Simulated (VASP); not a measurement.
# CuI (Marshite) (F-43m) in VASP: settings compared

CuI (Marshite) is run at these levels: LDA, PBEsol, PBE; tasks: single point.

Program: VASP 6.6.1. These are calculated values, not measurements. Logs are shortened: lines on timing, memory, paths and dates and some standing lists are left out, and cuts for length are marked.

### Step 1. The cell of the first run

It takes space group F-43m (No. 216, cubic). The conventional cell has a = 5.863 Å, b = 5.863 Å, c = 5.863 Å, α = 90.00°, β = 90.00°, γ = 90.00°. Cu (site symmetry -43m) has 4 I at 2.54 Å within 3.4 Å. I (site symmetry -43m) has 4 Cu at 2.54 Å within 3.4 Å.

### Step 2. Single point, LDA

INCAR reads:

```
ALGO = Normal
EDIFF = 1E-6
ENCUT = 520
GGA = CA
ISIF = 2
ISMEAR = -1
LASPH = T
LCHARG = F
LREAL = F
LWAVE = F
NBANDS = 16
NELM = 100
PREC = Accurate
SIGMA = 0.02
```

KPOINTS reads:

```
k-points
0
Gamma
  6 6 6
```

POSCAR reads:

```
CuI
1.0
    0.0000000000      2.9315734895      2.9315734895
    2.9315734895      0.0000000000      2.9315734895
    2.9315734895      2.9315734895      0.0000000000
Cu I
1 1
Direct
    0.2500000000      0.2500000000      0.2500000000
    0.0000000000      0.0000000000      0.0000000000
```

Potentials or basis: VASP PAW LDA potentials, release 64 (Cu, I).

On the command line:

```sh
> cat potpaw_LDA.64/Cu/POTCAR potpaw_LDA.64/I/POTCAR > POTCAR
> mpirun -np 1 vasp_std > vasp.out
```

OUTCAR:

```text
EDIFF = 1E-6
   ENCUT = 520
   GGA = CA
   ISIF = 2
   ISMEAR = -1
   LASPH = T
   LREAL = F
   NELM = 100
   PREC = Accurate

 ion  position               nearest neighbor table
   1  0.250  0.250  0.250-   2 2.54   2 2.54   2 2.54   2 2.54
   2  0.000  0.000  0.000-   1 2.54   1 2.54   1 2.54   1 2.54

  LATTYP: Found a face centered cubic cell.
 ALAT       =     5.8631469790

  Lattice vectors:

 A1 = (   0.0000000000,   2.9315734895,   2.9315734895)
 A2 = (   2.9315734895,   0.0000000000,   2.9315734895)
 A3 = (   2.9315734895,   2.9315734895,   0.0000000000)

Analysis of symmetry for initial positions (statically):
=====================================================================
 Subroutine PRICEL returns:
 Original cell was already a primitive cell.

 Routine SETGRP: Setting up the symmetry group for a
 face centered cubic supercell.

 Subroutine GETGRP returns: Found 24 space group operations
 (whereof 24 operations were pure point group operations)
 out of a pool of 48 trial point group operations.

The static configuration has the point symmetry T_d .

Analysis of symmetry for dynamics (positions and initial velocities):
=====================================================================
 Subroutine PRICEL returns:
 Original cell was already a primitive cell.

 Routine SETGRP: Setting up the symmetry group for a
 face centered cubic supercell.

 Subroutine GETGRP returns: Found 24 space group operations
 (whereof 24 operations were pure point group operations)
 out of a pool of 48 trial point group operations.

The dynamic configuration has the point symmetry T_d .

 Subroutine INISYM returns: Found 24 space group operations
 (whereof 24 operations are pure point group operations),
 and found     1 'primitive' translations

----------------------------------------------------------------------------------------

                                     Primitive cell

  volume of cell :      50.3886

  direct lattice vectors                    reciprocal lattice vectors
     0.000000000  2.931573489  2.931573489    -0.170556870  0.170556870  0.170556870
     2.931573489  0.000000000  2.931573489     0.170556870 -0.170556870  0.170556870
     2.931573489  2.931573489  0.000000000     0.170556870  0.170556870 -0.170556870

  length of vectors
     4.145870988  4.145870988  4.145870988     0.295413165  0.295413165  0.295413165

  position of ions in fractional coordinates (direct lattice)
     0.250000000  0.250000000  0.250000000
     0.000000000  0.000000000  0.000000000

  ion indices of the primitive-cell ions
   primitive index   ion index
                 1           1
                 2           2

----------------------------------------------------------------------------------------

 KPOINTS: k-points

Automatic generation of k-mesh.
 Grid dimensions read from file:
 generate k-points for:    6    6    6

 Generating k-lattice:

  Cartesian coordinates                     Fractional coordinates (reciprocal lattice)
    -0.028426145  0.028426145  0.028426145     0.166666667  0.000000000  0.000000000
     0.028426145 -0.028426145  0.028426145     0.000000000  0.166666667  0.000000000
     0.028426145  0.028426145 -0.028426145     0.000000000  0.000000000  0.166666667

  Length of vectors
     0.049235528  0.049235528  0.049235528

  Shift w.r.t. Gamma in fractional coordinates (k-lattice)
     0.000000000  0.000000000  0.000000000

 Subroutine IBZKPT returns following result:
 ===========================================

 Found     16 irreducible k-points:

 Following reciprocal coordinates:
            Coordinates               Weight
  0.000000  0.000000  0.000000      1.000000
  0.166667  0.000000  0.000000      8.000000
  0.333333  0.000000  0.000000      8.000000
  0.500000  0.000000  0.000000      4.000000
  0.166667  0.166667  0.000000      6.000000
  0.333333  0.166667  0.000000     24.000000
[... 8 lines left out ...]
 -0.333333  0.333333  0.166667     24.000000
 -0.333333  0.500000  0.166667     12.000000
   k-points           NKPTS =     16   k-points in BZ     NKDIM =     16   number of bands    NBANDS=     16
   number of dos      NEDOS =    301   number of ions     NIONS =      2
   total plane-waves  NPLWV =  32768
   dimension x,y,z NGX =    32 NGY =   32 NGZ =   32
   dimension x,y,z NGXF=    64 NGYF=   64 NGZF=   64
   ions per type =               1   1
   NGX,Y,Z   is equivalent  to a cutoff of  12.83, 12.83, 12.83 a.u.
   NGXF,Y,Z  is equivalent  to a cutoff of  25.66, 25.66, 25.66 a.u.
 SYSTEM =  unknown system
   PREC   = accura    normal or accurate (medium, high low for compatibility)
   ISTART =      0    job   : 0-new  1-cont  2-samecut
   ICHARG =      2    charge: 1-file 2-atom 10-const
   ISPIN  =      1    spin polarized calculation?
   LNONCOLLINEAR =      F non collinear calculations
   LSORBIT =      F    spin-orbit coupling
   LASPH  =      T    aspherical Exc in radial PAW
   ENCUT  =  520.0 eV  38.22 Ry    6.18 a.u.   7.71  7.71  7.71*2*pi/ulx,y,z
   NELM   =    100;   NELMIN=  2; NELMDL= -5     # of ELM steps
   EDIFF  = 0.1E-05   stopping-criterion for ELM
   LREAL  =      F    real-space projection
   EDIFFG = 0.1E-04   stopping-criterion for IOM
   NSW    =      0    number of steps for IOM
   IBRION =     -1    ionic relax: 0-MD 1-quasi-New 2-CG
   NFREE  =      0    steps in history (QN), initial steepest desc. (CG)
   ISIF   =      2    stress and relaxation
   ISYM   =      2    0-nonsym 1-usesym 2-fastsym
   POTIM  = 0.5000    time-step for ionic-motion
   TEBEG  =    0.0;   TEEND  =   0.0 temperature during run
   PSTRESS=    0.0 pullay stress
   NELECT =      18.0000    total number of electrons
   NUPDOWN=      -1.0000    fix difference up-down
   EMIN   =  10.00;   EMAX   =-10.00  energy-range for DOS
   EFERMI =   0.00;   METHOD = LEGACY
   ISMEAR =    -1;   SIGMA  =   0.02  broadening in eV -4-tet -1-fermi 0-gaus
   EFERMI_NEDOS =   21; number of points for ismear=-14 and -15
   IALGO  =     38    algorithm
   IMIX   =      4    mixing-type and parameters
     AMIX     =   0.40;   BMIX     =  1.00
     AMIX_MAG =   1.60;   BMIX_MAG =  1.00
  volume/ion in A,a.u.               =      25.19       170.02
  Fermi-wavevector in a.u.,A,eV,Ry     =   1.161595  2.195097 18.358394  1.349304
  Thomas-Fermi vector in A             =   2.298166
   LORBIT       =      0    0 simple, 1 ext, 2 COOP (PROOUT), +10 PAW based schemes
   GGA     = CA    functional components
   LHFCALC =     F    Hartree Fock is set to
   AEXX    =    0.0000 exact exchange contribution
   IVDW    =     0    specifies the selected vdW correction
   LEPSILON=     F    determine dielectric tensor
   LRPA    =     F    only Hartree local field effects (RPA)
 non-spin polarized calculation
  energy-cutoff  :      520.00
  volume of cell :       50.39
 maximum number of plane-waves:      1380
   NGX = 15   NGY = 15   NGZ = 15

 number of electron      17.9999989 magnetization

 Free energy of the ion-electron system (eV)
  ---------------------------------------------------
  ext. energy  EPLUGINS =         0.00000000
  ---------------------------------------------------
  free energy    TOTEN  =        -6.99287530 eV

  energy without entropy =       -6.99287530  energy(sigma->0) =       -6.99287530

 E-fermi :   5.7836     XC(G=0):  -9.7619

 val. band max:        5.3362718479   @ k =   0.0000   0.0000   0.0000
 cond. band min:       6.6189234712   @ k =   0.0000   0.0000   0.0000
 fundamental gap:      1.2826516233
 Fermi energy:         5.7836054180

 k-point     1 :       0.0000    0.0000    0.0000
  band No.  band energies     occupation
      1      -9.2220      2.00000
      2       1.2066      2.00000
      3       1.2066      2.00000
      4       1.2066      2.00000
      5       2.9582      2.00000
      6       2.9582      2.00000
[... 8 lines left out ...]
     15      15.1938      0.00000
     16      15.1938      0.00000

 k-point     2 :       0.1667    0.0000    0.0000
  band No.  band energies     occupation
      1      -9.0637      2.00000
      2       0.7025      2.00000
      3       1.2260      2.00000
      4       1.2260      2.00000
      5       2.9465      2.00000
      6       2.9465      2.00000
[... 8 lines left out ...]
     15      14.1623      0.00000
     16      14.4048      0.00000

 k-point     3 :       0.3333    0.0000    0.0000
  band No.  band energies     occupation
      1      -8.7089      2.00000
      2      -0.3448      2.00000
      3       1.2554      2.00000
      4       1.2554      2.00000
      5       2.9580      2.00000
      6       2.9580      2.00000
[... 8 lines left out ...]
     15      14.7136      0.00000
     16      14.7136      0.00000

 k-point     4 :       0.5000    0.0000    0.0000
  band No.  band energies     occupation
      1      -8.5066      2.00000
      2      -0.8777      2.00000
      3       1.2646      2.00000
      4       1.2646      2.00000
      5       2.9889      2.00000
      6       2.9889      2.00000
[... 8 lines left out ...]
     15      16.5376      0.00000
     16      16.5376      0.00000

 k-point     5 :       0.1667    0.1667    0.0000
  band No.  band energies     occupation
      1      -9.0107      2.00000
      2       0.6497      2.00000
      3       1.1963      2.00000
      4       1.1963      2.00000
      5       2.8933      2.00000
      6       2.9825      2.00000
[... 8 lines left out ...]
     15      15.4795      0.00000
     16      15.5044      0.00000

 k-point     6 :       0.3333    0.1667    0.0000
  band No.  band energies     occupation
      1      -8.7178      2.00000
      2      -0.0660      2.00000
      3       1.1277      2.00000
      4       1.2093      2.00000
      5       2.8732      2.00000
      6       3.0006      2.00000
[... 8 lines left out ...]
     15      15.7262      0.00000
     16      15.8953      0.00000

 k-point     7 :       0.5000    0.1667    0.0000
  band No.  band energies     occupation
      1      -8.4507      2.00000
      2      -0.6509      2.00000
      3       0.9233      2.00000
      4       1.2479      2.00000
      5       2.9144      2.00000
      6       2.9952      2.00000
[... 8 lines left out ...]
     15      16.2540      0.00000
     16      16.5977      0.00000

 k-point     8 :      -0.3333    0.1667    0.0000
  band No.  band energies     occupation
      1      -8.5189      2.00000
      2      -0.4760      2.00000
      3       0.8519      2.00000
      4       1.2834      2.00000
      5       2.9273      2.00000
      6       2.9624      2.00000
[... 8 lines left out ...]
     15      15.2698      0.00000
     16      16.6579      0.00000

 k-point     9 :      -0.1667    0.1667    0.0000
  band No.  band energies     occupation
      1      -8.8368      2.00000
      2       0.1996      2.00000
      3       1.0518      2.00000
      4       1.2742      2.00000
      5       2.9039      2.00000
      6       2.9786      2.00000
[... 8 lines left out ...]
     15      14.9625      0.00000
     16      16.0812      0.00000

 k-point    10 :       0.3333    0.3333    0.0000
  band No.  band energies     occupation
      1      -8.5347      2.00000
      2      -0.3645      2.00000
      3       1.1894      2.00000
      4       1.1894      2.00000
      5       2.8057      2.00000
      6       3.0315      2.00000
[... 8 lines left out ...]
     15      16.2893      0.00000
     16      18.9112      0.00000

 k-point    11 :       0.5000    0.3333    0.0000
  band No.  band energies     occupation
      1      -8.3283      2.00000
      2      -0.6047      2.00000
      3       0.8375      2.00000
      4       1.2131      2.00000
      5       2.8489      2.00000
      6       3.0217      2.00000
[... 8 lines left out ...]
     15      16.8907      0.00000
     16      18.1572      0.00000

 k-point    12 :      -0.3333    0.3333    0.0000
  band No.  band energies     occupation
      1      -8.3218      2.00000
      2      -0.3184      2.00000
      3       0.2328      2.00000
      4       1.2610      2.00000
      5       2.8106      2.00000
      6       2.9529      2.00000
[... 8 lines left out ...]
     15      14.8120      0.00000
     16      18.9281      0.00000

 k-point    13 :       0.5000    0.5000    0.0000
  band No.  band energies     occupation
      1      -8.2612      2.00000
      2      -0.8478      2.00000
      3       1.1951      2.00000
      4       1.1951      2.00000
      5       2.9091      2.00000
      6       3.0417      2.00000
[... 8 lines left out ...]
     15      17.0099      0.00000
     16      17.7858      0.00000

 k-point    14 :       0.5000    0.3333    0.1667
  band No.  band energies     occupation
      1      -8.4611      2.00000
      2      -0.3515      2.00000
      3       0.7375      2.00000
      4       1.2217      2.00000
      5       2.8819      2.00000
      6       2.9763      2.00000
[... 8 lines left out ...]
     15      16.5913      0.00000
     16      17.9122      0.00000

 k-point    15 :      -0.3333    0.3333    0.1667
  band No.  band energies     occupation
      1      -8.3218      2.00000
      2      -0.3984      2.00000
      3       0.3970      2.00000
      4       1.1927      2.00000
      5       2.8419      2.00000
      6       2.9572      2.00000
[... 8 lines left out ...]
     15      16.7778      0.00000
     16      17.6225      0.00000

 k-point    16 :      -0.3333    0.5000    0.1667
  band No.  band energies     occupation
      1      -8.2570      2.00000
      2      -0.5123      2.00000
      3       0.5698      2.00000
      4       1.1162      2.00000
      5       2.8848      2.00000
      6       2.9069      2.00000
[... 8 lines left out ...]
     15      17.3584      0.00000
     16      17.7605      0.00000

------------------------ aborting loop because EDIFF is reached ----------------------------------------

  FORCE on cell =-STRESS in cart. coord.  units (eV):
  Direction    XX          YY          ZZ          XY          YZ          ZX
  --------------------------------------------------------------------------------------
  -------------------------------------------------------------------------------------
  Total        0.0663864      0.0663864      0.0663864     -0.0000000      0.0000000     -0.0000000
  in kB        2.1108497      2.1108497      2.1108497     -0.0000000      0.0000000     -0.0000000
  external PRESSURE =       2.1108497 kB  Pullay stress =       0.0000000 kB

 VOLUME and BASIS-vectors are now :
 -----------------------------------------------------------------------------
  energy-cutoff  :      520.00
  volume of cell :       50.39
      direct lattice vectors                 reciprocal lattice vectors
     0.000000000  2.931573489  2.931573489    -0.170556870  0.170556870  0.170556870
     2.931573489  0.000000000  2.931573489     0.170556870 -0.170556870  0.170556870
     2.931573489  2.931573489  0.000000000     0.170556870  0.170556870 -0.170556870

 POSITION                                       TOTAL-FORCE (eV/Angst)
 -----------------------------------------------------------------------------------
      1.46579      1.46579      1.46579        -0.000000     -0.000000     -0.000000
      0.00000      0.00000      0.00000         0.000000      0.000000      0.000000
 -----------------------------------------------------------------------------------
    total drift:                               -0.000000     -0.000000      0.000000

  FREE ENERGIE OF THE ION-ELECTRON SYSTEM (eV)
  ---------------------------------------------------
  free  energy   TOTEN  =        -6.9928753011 eV

  energy  without entropy=       -6.9928753011  energy(sigma->0) =       -6.99287530
```

It took 13 s on 1 thread of Intel Xeon Platinum 8259CL at 2.50GHz (Skylake/Cascade Lake), shared host; peak memory 0.15 GiB.

What came out:

* Free energy: -6.9929 eV
* Pressure: 0.2 GPa
* Band gap on the k mesh: 1.28 eV, direct

Caveat: spin-orbit coupling is left out, which moves the levels of the heavy elements.

### Step 3. Single point, PBEsol

This run uses another cell than the first one, of 26.19 Å³/atom, 1.039 times its volume.

INCAR reads:

```
SYSTEM = CuI
PREC = Accurate
ENCUT = 520
EDIFF = 1E-6
ISMEAR = -1
SIGMA = 0.02
LREAL = .FALSE.
LASPH = .TRUE.
NELM = 60
ALGO = Normal
ISIF = 2
LWAVE = .FALSE.
LCHARG = .FALSE.
GGA = PS
NBANDS = 16
```

KPOINTS reads:

```
Automatic mesh
0
G
  6 6 6
  0 0 0
```

POSCAR reads:

```
CuI
1.0
    0.0000000000      2.9696000412      2.9696000412
    2.9696000412      0.0000000000      2.9696000412
    2.9696000412      2.9696000412      0.0000000000
Cu I
1 1
Direct
    0.2500000000      0.2500000000      0.2500000000
    0.0000000000      0.0000000000      0.0000000000
```

Potentials or basis: VASP PAW PBE potentials, release 64 (Cu, I).

On the command line:

```sh
> cat potpaw_PBE.64/Cu/POTCAR potpaw_PBE.64/I/POTCAR > POTCAR
> mpirun -np 1 vasp_std > vasp.out
```

Run time: 16 s. Hardware: 1 thread of Intel Xeon Platinum 8259CL at 2.50GHz (Skylake/Cascade Lake), shared host; peak memory 0.17 GiB.

Results (log left out):

| Quantity | Value |
| --- | --- |
| Free energy | -6.3176 eV |
| Pressure | 0.4 GPa |
| Band gap on the k mesh | 1.20 eV, direct |

Levels at points of the mesh, in eV from the valence-band top:
```tsv
k point	band 5	band 6	band 7	band 8	band 9	band 10	band 11	band 12	band 13	band 14
(0.00, 0.00, 0.00)	-2.15	-2.15	0.00	0.00	0.00	1.20	4.76	4.76	4.76	8.12
(0.50, 0.00, 0.00)	-2.12	-2.12	-2.07	-0.82	-0.82	2.13	5.31	5.31	7.33	9.27
(0.50, 0.50, 0.00)	-2.19	-2.08	-2.05	-1.75	-1.75	2.48	2.80	9.52	10.03	10.03
```

Caveat: the PAW data sets were made with another functional, which shifts forces and pressure a little; spin-orbit coupling is left out, which moves the levels of the heavy elements. A hybrid or GW would open this gap; PBEsol tends to underestimate it.

### Step 4. Single point, PBE

This run uses another cell than the first one, of 28.08 Å³/atom, 1.115 times its volume.

INCAR reads:

```
SYSTEM = CuI
PREC     = Accurate       ! precision mode
ENCUT    = 520            ! plane-wave cutoff, eV
EDIFF    = 1E-6           ! SCF threshold, eV
ISMEAR   = -1             ! smearing method
SIGMA    = 0.02           ! smearing width, eV
LREAL    = .FALSE.        ! projectors in reciprocal space
LASPH    = .TRUE.         ! aspherical terms in the spheres
NELM     = 80             ! most SCF steps
ALGO     = Normal         ! electronic algorithm
ISIF     = 2              ! what is computed and relaxed
LWAVE    = .FALSE.        ! write WAVECAR
LCHARG   = .FALSE.        ! write CHGCAR
GGA      = PE             ! functional
NBANDS   = 16             ! bands
```

KPOINTS reads:

```
regular mesh
0
G
  6 6 6
  0 0 0
```

POSCAR reads:

```
CuI
1.0
    0.0000000000      3.0394494631      3.0394494631
    3.0394494631      0.0000000000      3.0394494631
    3.0394494631      3.0394494631      0.0000000000
Cu I
1 1
Direct
    0.2500000000      0.2500000000      0.2500000000
    0.0000000000      0.0000000000      0.0000000000
```

On the command line:

```sh
> cat potpaw_PBE.64/Cu/POTCAR potpaw_PBE.64/I/POTCAR > POTCAR
> mpirun -np 1 vasp_std > vasp.out
```

It took 21 s on 1 thread of Intel Xeon Platinum 8259CL at 2.50GHz (Skylake/Cascade Lake), shared host; peak memory 0.17 GiB.

Results (log left out):

* Free energy: -5.5604 eV
* Pressure: 0.0 GPa
* Band gap on the k mesh: 1.12 eV, direct

Levels at points of the mesh, in eV from the valence-band top:
```
           k point  band 6  band 7  band 8  band 9  band 10  band 11  band 12  band 13
(0.00, 0.00, 0.00)   -1.82    0.00    0.00    0.00     1.12     4.88     4.88     4.88
(0.50, 0.00, 0.00)   -1.79   -1.75   -0.70   -0.70     2.15     5.41     5.41     7.39
(0.50, 0.50, 0.00)   -1.76   -1.73   -1.47   -1.47     2.73     2.91     9.14     9.72
```

Caveat: spin-orbit coupling is left out, which moves the levels of the heavy elements.

### Step 5. Summary

```csv
level,potentials or basis,cell,gap on the mesh (eV),pressure (GPa)
LDA,"VASP PAW LDA potentials, release 64 (Cu, I)","a = 4.146 Å, angles 60.0°, 2 atoms",1.28,0.2
PBEsol,"VASP PAW PBE potentials, release 64 (Cu, I)","a = 4.200 Å, angles 60.0°, 2 atoms",1.20,0.4
PBE,"VASP PAW PBE potentials, release 64 (Cu, I)","a = 4.298 Å, angles 60.0°, 2 atoms",1.12,0.0
```

Alike in all rows: task single point; no spin polarisation; k mesh 6 × 6 × 6; cutoff (eV) 520; smearing fermi-dirac 0.02 eV.

Caveats: spin-orbit coupling is left out, which moves the levels of the heavy elements; the PAW data sets were made with another functional, which shifts forces and pressure a little (some runs).

Total energies depend on the potentials used, so only differences within one code and one set of settings carry meaning.
